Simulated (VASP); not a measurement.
# MgO (P3m1) in VASP: a series of runs, part 2 of 2

VASP 6.6.1.

### Step 3. Single point, LDA

Input file INCAR:

```
SYSTEM = MgO
  PREC = Accurate
  ENCUT = 520
  EDIFF = 1E-7
  ISMEAR = 0
  SIGMA = 0.05
  LREAL = .FALSE.
  LASPH = .TRUE.
  NELM = 60
  ALGO = Normal
  ISIF = 2
  LWAVE = .FALSE.
  LCHARG = .FALSE.
  GGA = CA
  NBANDS = 11
```

Input file KPOINTS:

```
Automatic mesh
0
G
  9 9 8
  0 0 0
```

Input file POSCAR:

```
MgO
1.0
    2.9380209034      0.0000000000      0.0000000000
   -1.4690104517      2.5444007392      0.0000000000
    0.0000000000      0.0000000000      2.6796800000
Mg O
1 1
Direct
    0.0000000000      0.0000000000      0.0000000000
    0.3333333333      0.6666666667      0.4440231669
```

Potentials or basis: VASP PAW LDA potentials, release 64 (Mg, O).

On the command line:

```sh
$ cat potpaw_LDA.64/Mg/POTCAR potpaw_LDA.64/O/POTCAR > POTCAR
$ mpirun -np 1 vasp_std > vasp.out
```

OUTCAR:

```text
SYSTEM = MgO
   PREC = Accurate
   ENCUT = 520
   EDIFF = 1E-7
   ISMEAR = 0
   LREAL = .FALSE.
   LASPH = .TRUE.
   NELM = 60
   ISIF = 2
   GGA = CA

 ion  position               nearest neighbor table
   1  0.000  0.000  0.000-   2 2.07   2 2.07   2 2.07   2 2.26   2 2.26   2 2.26
   2  0.333  0.667  0.444-   1 2.07   1 2.07   1 2.07   1 2.26   1 2.26   1 2.26

  LATTYP: Found a hexagonal cell.
 ALAT       =     2.9380209034
 C/A-ratio  =     0.9120697531

  Lattice vectors:

 A1 = (   2.9380209034,   0.0000000000,   0.0000000000)
 A2 = (  -1.4690104517,   2.5444007392,   0.0000000000)
 A3 = (   0.0000000000,   0.0000000000,   2.6796800000)

Analysis of symmetry for initial positions (statically):
=====================================================================
 Subroutine PRICEL returns:
 Original cell was already a primitive cell.

 Routine SETGRP: Setting up the symmetry group for a
 hexagonal supercell.

 Subroutine GETGRP returns: Found  6 space group operations
 (whereof  6 operations were pure point group operations)
 out of a pool of 24 trial point group operations.

The static configuration has the point symmetry C_3v.

Analysis of symmetry for dynamics (positions and initial velocities):
=====================================================================
 Subroutine PRICEL returns:
 Original cell was already a primitive cell.

 Routine SETGRP: Setting up the symmetry group for a
 hexagonal supercell.

 Subroutine GETGRP returns: Found  6 space group operations
 (whereof  6 operations were pure point group operations)
 out of a pool of 24 trial point group operations.

The dynamic configuration has the point symmetry C_3v.

 Subroutine INISYM returns: Found  6 space group operations
 (whereof  6 operations are pure point group operations),
 and found     1 'primitive' translations

----------------------------------------------------------------------------------------

                                     Primitive cell

  volume of cell :      20.0320

  direct lattice vectors                    reciprocal lattice vectors
     2.938020903  0.000000000  0.000000000     0.340365175  0.196509926  0.000000000
    -1.469010452  2.544400739  0.000000000     0.000000000  0.393019851  0.000000000
     0.000000000  0.000000000  2.679680000     0.000000000  0.000000000  0.373178887

  length of vectors
     2.938020903  2.938020903  2.679680000     0.393019851  0.393019851  0.373178887

  position of ions in fractional coordinates (direct lattice)
     0.000000000  0.000000000  0.000000000
     0.333333333  0.666666667  0.444023167

  ion indices of the primitive-cell ions
   primitive index   ion index
                 1           1
                 2           2

----------------------------------------------------------------------------------------

 KPOINTS: Automatic mesh

Automatic generation of k-mesh.
 Grid dimensions read from file:
 generate k-points for:    9    9    8

 Generating k-lattice:

  Cartesian coordinates                     Fractional coordinates (reciprocal lattice)
     0.037818353  0.021834436  0.000000000     0.111111111 -0.000000000  0.000000000
     0.000000000  0.043668872  0.000000000     0.000000000  0.111111111  0.000000000
     0.000000000  0.000000000  0.046647361     0.000000000  0.000000000  0.125000000

  Length of vectors
     0.043668872  0.043668872  0.046647361

  Shift w.r.t. Gamma in fractional coordinates (k-lattice)
     0.000000000  0.000000000  0.000000000

 Subroutine IBZKPT returns following result:
 ===========================================

 Found     81 irreducible k-points:

 Following reciprocal coordinates:
            Coordinates               Weight
  0.000000  0.000000  0.000000      1.000000
  0.111111 -0.000000  0.000000      6.000000
  0.222222 -0.000000  0.000000      6.000000
  0.333333 -0.000000  0.000000      6.000000
  0.444444 -0.000000  0.000000      6.000000
  0.111111  0.111111  0.000000      6.000000
[... 16 lines left out ...]
  0.222222  0.111111  0.125000     12.000000
 -0.111111  0.333333  0.125000     12.000000
 [... further k-points ...]
   k-points           NKPTS =     81   k-points in BZ     NKDIM =     81   number of bands    NBANDS=     11
   number of dos      NEDOS =    301   number of ions     NIONS =      2
   total plane-waves  NPLWV =  11520
   dimension x,y,z NGX =    24 NGY =   24 NGZ =   20
   dimension x,y,z NGXF=    48 NGYF=   48 NGZF=   40
   ions per type =               1   1
   NGX,Y,Z   is equivalent  to a cutoff of  13.58, 13.58, 12.41 a.u.
   NGXF,Y,Z  is equivalent  to a cutoff of  27.16, 27.16, 24.82 a.u.
 SYSTEM =  MgO
   PREC   = accura    normal or accurate (medium, high low for compatibility)
   ISTART =      0    job   : 0-new  1-cont  2-samecut
   ICHARG =      2    charge: 1-file 2-atom 10-const
   ISPIN  =      1    spin polarized calculation?
   LNONCOLLINEAR =      F non collinear calculations
   LSORBIT =      F    spin-orbit coupling
   LASPH  =      T    aspherical Exc in radial PAW
   ENCUT  =  520.0 eV  38.22 Ry    6.18 a.u.   5.46  5.46  4.98*2*pi/ulx,y,z
   NELM   =     60;   NELMIN=  2; NELMDL= -5     # of ELM steps
   EDIFF  = 0.1E-06   stopping-criterion for ELM
   LREAL  =      F    real-space projection
   EDIFFG = 0.1E-05   stopping-criterion for IOM
   NSW    =      0    number of steps for IOM
   IBRION =     -1    ionic relax: 0-MD 1-quasi-New 2-CG
   NFREE  =      0    steps in history (QN), initial steepest desc. (CG)
   ISIF   =      2    stress and relaxation
   ISYM   =      2    0-nonsym 1-usesym 2-fastsym
   POTIM  = 0.5000    time-step for ionic-motion
   TEBEG  =    0.0;   TEEND  =   0.0 temperature during run
   PSTRESS=    0.0 pullay stress
   NELECT =       8.0000    total number of electrons
   NUPDOWN=      -1.0000    fix difference up-down
   EMIN   =  10.00;   EMAX   =-10.00  energy-range for DOS
   EFERMI =   0.00;   METHOD = LEGACY
   ISMEAR =     0;   SIGMA  =   0.05  broadening in eV -4-tet -1-fermi 0-gaus
   EFERMI_NEDOS =   21; number of points for ismear=-14 and -15
   IALGO  =     38    algorithm
   IMIX   =      4    mixing-type and parameters
     AMIX     =   0.40;   BMIX     =  1.00
     AMIX_MAG =   1.60;   BMIX_MAG =  1.00
  volume/ion in A,a.u.               =      10.02        67.59
  Fermi-wavevector in a.u.,A,eV,Ry     =   1.205583  2.278221 19.775115  1.453430
  Thomas-Fermi vector in A             =   2.341275
   LORBIT       =      0    0 simple, 1 ext, 2 COOP (PROOUT), +10 PAW based schemes
   GGA     = CA    functional components
   LHFCALC =     F    Hartree Fock is set to
   AEXX    =    0.0000 exact exchange contribution
   IVDW    =     0    specifies the selected vdW correction
   LEPSILON=     F    determine dielectric tensor
   LRPA    =     F    only Hartree local field effects (RPA)
 non-spin polarized calculation
 Gauss-broadening in eV      SIGMA  =   0.05
  energy-cutoff  :      520.00
  volume of cell :       20.03
 maximum number of plane-waves:       562
 NGX is ok and might be reduce to    24
   NGX = 11   NGY = 11   NGZ =  9

 number of electron       7.9999998 magnetization

 Free energy of the ion-electron system (eV)
  ---------------------------------------------------
  ext. energy  EPLUGINS =         0.00000000
  ---------------------------------------------------
  free energy    TOTEN  =       -12.64296255 eV

  energy without entropy =      -12.64296255  energy(sigma->0) =      -12.64296255

 E-fermi :   3.3164     XC(G=0): -11.2216

 val. band max:        3.0048698290   @ k =   0.3333   0.3333   0.0000
 cond. band min:       5.9199103338   @ k =   0.0000   0.0000   0.0000
 fundamental gap:      2.9150405048
 Fermi energy:         3.3164392142

 k-point     1 :       0.0000    0.0000    0.0000
  band No.  band energies     occupation
      1     -14.1921      2.00000
      2       2.3382      2.00000
      3       2.3382      2.00000
      4       2.5651      2.00000
      5       5.9199      0.00000
      6      14.7644      0.00000
      7      18.2865      0.00000
      8      18.2865      0.00000
      9      21.7344      0.00000
     10      24.5463      0.00000
     11      25.2085      0.00000
[... 309 lines left out ...]
 k-point    24 :      -0.1111    0.3333    0.1250
  band No.  band energies     occupation
      1     -13.4216      2.00000
      2      -0.4690      2.00000
      3       1.6927      2.00000
      4       2.0515      2.00000
      5       9.2549      0.00000
      6      13.4398      0.00000
      7      17.0561      0.00000
      8      18.9780      0.00000
      9      21.6732      0.00000
     10      23.5188      0.00000
     11      26.6363      0.00000

 [... further k-points ...]
[... 5 lines left out ...]
  --------------------------------------------------------------------------------------
  -------------------------------------------------------------------------------------
  Total       -1.0920887     -1.0920887     -1.2030563     -0.0000000      0.0000000      0.0000000
  in kB      -87.3464292    -87.3464292    -96.2217399     -0.0000000      0.0000000      0.0000000
  external PRESSURE =     -90.3048661 kB  Pullay stress =       0.0000000 kB

 VOLUME and BASIS-vectors are now :
 -----------------------------------------------------------------------------
  energy-cutoff  :      520.00
  volume of cell :       20.03
      direct lattice vectors                 reciprocal lattice vectors
     2.938020903  0.000000000  0.000000000     0.340365175  0.196509926  0.000000000
    -1.469010452  2.544400739  0.000000000     0.000000000  0.393019851  0.000000000
     0.000000000  0.000000000  2.679680000     0.000000000  0.000000000  0.373178887

 POSITION                                       TOTAL-FORCE (eV/Angst)
 -----------------------------------------------------------------------------------
      0.00000      0.00000      0.00000        -0.000000     -0.000000     -0.442714
     -0.00000      1.69627      1.18984         0.000000      0.000000      0.442714
 -----------------------------------------------------------------------------------
    total drift:                                0.000000     -0.000000     -0.000019

  FREE ENERGIE OF THE ION-ELECTRON SYSTEM (eV)
  ---------------------------------------------------
  free  energy   TOTEN  =       -12.6429625510 eV

  energy  without entropy=      -12.6429625510  energy(sigma->0) =      -12.64296255
```

stdout:

```text
POSCAR found type information on POSCAR MgO
 POSCAR found :  2 types and       2 ions
 scaLAPACK will be used
 LDA part: xc-table for (Slater(with rela. corr.)+CA(PZ))
 , standard interpolation
 POSCAR, INCAR and KPOINTS ok, starting setup
 FFT: planning ... GRIDC
 FFT: planning ... GRID_SOFT
 FFT: planning ... GRID
 WAVECAR not read
 entering main loop
```

It took 15 s on 1 thread of Intel Xeon 8259CL, shared host; peak memory 0.14 GiB.

What came out:

- Free energy: -12.6430 eV
- Pressure: -9.0 GPa
- Largest force: 0.443 eV/Å
- Band gap on the k mesh: 2.92 eV, indirect (least direct gap 3.35 eV)

Forces on the atoms (eV/Å):
```
Mg   0.000  0.000 -0.443
O    0.000  0.000  0.443
```

Stress tensor (GPa, compression positive):
```
-8.73  0.00  0.00
 0.00 -8.73  0.00
 0.00  0.00 -9.62
```

Caveat: the cell differs from its parent crystal (all O atoms moved +0.150 Å, as atom 2 towards its neighbour atom 2 (O) at 2.680 Å).

### Step 4. Single point, LDA

Input file INCAR:

```
  PREC = Accurate
  ENCUT = 520
  EDIFF = 1E-7
  ISMEAR = 0
  SIGMA = 0.05
  LREAL = F
  LASPH = T
  NELM = 60
  ALGO = Normal
  ISIF = 2
  LWAVE = F
  LCHARG = F
  NBANDS = 11
```

Input file KPOINTS:

```
regular mesh
0
Gamma
  9 9 8
```

POSCAR, as its differences from that of step 3:

```diff
@@ -9,2 +9,2 @@
     0.0000000000      0.0000000000      0.0000000000
-    0.3333333333      0.6666666667      0.4440231669
+    0.3333333333      0.6666666667      0.4346936948
```

On the command line:

```sh
$ cat potpaw_LDA.64/Mg/POTCAR potpaw_LDA.64/O/POTCAR > POTCAR
$ mpirun -np 1 vasp_std > vasp.out
```

Run time: 16 s. Hardware: 1 thread of Intel Xeon 8259CL, shared host; peak memory 0.14 GiB.

Results (log left out):

```yaml
Free_energy: -12.6309 eV
Pressure: -8.3 GPa
Largest_force: 0.521 eV/Å
Band_gap_on_the_k_mesh: 2.90 eV, indirect (least direct gap 3.36 eV)
```

Forces on the atoms (eV/Å):
```
Mg   0.000  0.000 -0.521
O    0.000  0.000  0.521
```

Stress tensor (GPa, compression positive):
```
-8.11  0.00  0.00
 0.00 -8.11  0.00
 0.00  0.00 -8.78
```

Levels at points of the mesh, in eV from the valence-band top:
```csv
k point,band 1,band 2,band 3,band 4,band 5,band 6,band 7,band 8,band 9
"(0.00, 0.00, 0.00)",-17.21,-0.69,-0.69,-0.45,2.90,11.81,15.28,15.28,18.54
"(0.00, 0.00, 0.50)",-16.10,-5.43,-0.18,-0.18,8.10,8.90,17.26,17.26,18.39
```

Caveat: the cell differs from its parent crystal (all O atoms moved +0.175 Å, as atom 2 towards its neighbour atom 2 (O) at 2.680 Å).

### Step 5. Single point, LDA

Input file INCAR:

```
PREC = Accurate ; ENCUT = 520
EDIFF = 1E-6 ; ISMEAR = 0
SIGMA = 0.05 ; LREAL = F
LASPH = T ; NELM = 100
ALGO = Normal ; ISIF = 2
LWAVE = F ; LCHARG = F
GGA = CA ; NBANDS = 11
```

KPOINTS is that of step 4.

POSCAR, as its differences from that of step 4:

```diff
@@ -9,2 +9,2 @@
     0.0000000000      0.0000000000      0.0000000000
-    0.3333333333      0.6666666667      0.4346936948
+    0.3333333333      0.6666666667      0.4533526391
```

On the command line:

```sh
$ cat potpaw_LDA.64/Mg/POTCAR potpaw_LDA.64/O/POTCAR > POTCAR
$ mpirun -np 1 vasp_std > vasp.out
```

It took 14 s on 1 thread of Intel Xeon 8259CL, shared host; peak memory 0.14 GiB.

Results (log left out):

- Free energy: -12.6531 eV
- Pressure: -9.6 GPa
- Largest force: 0.366 eV/Å
- Band gap on the k mesh: 2.92 eV, indirect (least direct gap 3.35 eV)

Forces on the atoms (eV/Å):
```
Mg   0.000  0.000 -0.366
O    0.000  0.000  0.366
```

Stress tensor (GPa, compression positive):
```
 -9.25   0.00   0.00
  0.00  -9.25   0.00
  0.00   0.00 -10.33
```

Levels at points of the mesh, in eV from the valence-band top:
```
           k point  band 2  band 3  band 4  band 5  band 6  band 7
(0.00, 0.00, 0.00)   -0.65   -0.65   -0.43    2.92   11.72   15.29
(0.00, 0.00, 0.50)   -5.43   -0.14   -0.14    8.12    8.88   17.28
```

Caveat: the cell differs from its parent crystal (all O atoms moved +0.125 Å, as atom 2 towards its neighbour atom 2 (O) at 2.680 Å).
